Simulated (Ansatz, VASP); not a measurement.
**BiBrO in VASP and in Ansatz**

File INCAR:

```
  PREC = Accurate
  ENCUT = 520
  EDIFF = 1E-6
  ISMEAR = 0
  SIGMA = 0.05
  LREAL = False
  LASPH = True
  NELM = 60
  ALGO = Normal
  ISIF = 2
  LWAVE = False
  LCHARG = True
  LELF = True
  LVHAR = True
  NBANDS = 37
```

KPOINTS

```
Automatic mesh
0
Gamma
  8 8 4
```

File POSCAR:

```
BiBrO
1.0
    3.9473000000      0.0000000000      0.0000000000
    0.0000000000      3.9473000000      0.0000000000
    0.0000000000      0.0000000000      8.2811000000
Bi Br O
2 2 2
Direct
    0.0000000000      0.5000000000      0.1575579020
    0.5000000000      0.0000000000      0.8424420980
    0.0000000000      0.5000000000      0.6517216503
    0.5000000000      0.0000000000      0.3482783497
    0.0000000000      0.0000000000      0.0000000000
    0.5000000000      0.5000000000      0.0000000000
```

Input for Ansatz:

```yaml
crystal:
  lattice:
    - [3.9473, 0.0, 0.0]
    - [0.0, 3.9473, 0.0]
    - [0.0, 0.0, 8.2811]
  atoms:
    - { symbol: Bi, position: [0.0, 0.5, 0.157557902] }
    - { symbol: Bi, position: [0.5, 0.0, 0.842442098] }
    - { symbol: Br, position: [0.0, 0.5, 0.6517216503] }
    - { symbol: Br, position: [0.5, 0.0, 0.3482783497] }
    - { symbol: O, position: [0.0, 0.0, 0.0] }
    - { symbol: O, position: [0.5, 0.5, 0.0] }
basis:
  ecutwfc: 520.0
kpoints:
  mp_grid: { grid: [8, 8, 4] }
hamiltonian:
  xc: lda
  pseudopotentials: { kind: paw }
scf:
  occupations: { method: gaussian, width: 0.05 }
output:
  forces: true
  stress: true
  eigenvalues: true
```

Alike in both runs: task single point; functional LDA; k mesh 8 × 8 × 4; occupations gaussian, width 0.05 eV; no spin polarisation.

|  | VASP | Ansatz |
| --- | --- | --- |
| version | VASP 6.6.1 | Ansatz 0.2.0 |
| potentials or method | VASP PAW LDA potentials, release 64 (Bi_d, Br, O), cutoff 520 eV | scalar-relativistic, plane waves, PAW |
| valence electrons in the cell | 56 | 56 |

```csv
,VASP,Ansatz,Ansatz less VASP
gap on the k mesh at the Fermi level (eV),2.11,2.12,+0.012
least direct gap on the mesh (eV),2.30,2.30,+0.004
pressure (GPa),-6.1,-6.4,-0.21
"traceless stress, the component that is largest in VASP (GPa)",-0.23,-0.20,+0.031
rms of the force components (eV/Å),0.341,0.364,+0.0222
```

LDA's correlation is that of Perdew and Zunger in VASP and of Perdew and Wang (1992) in Ansatz. Atom by atom the forces differ by 0.023 eV/Å (rms over components).

Neither program's run includes spin-orbit coupling.
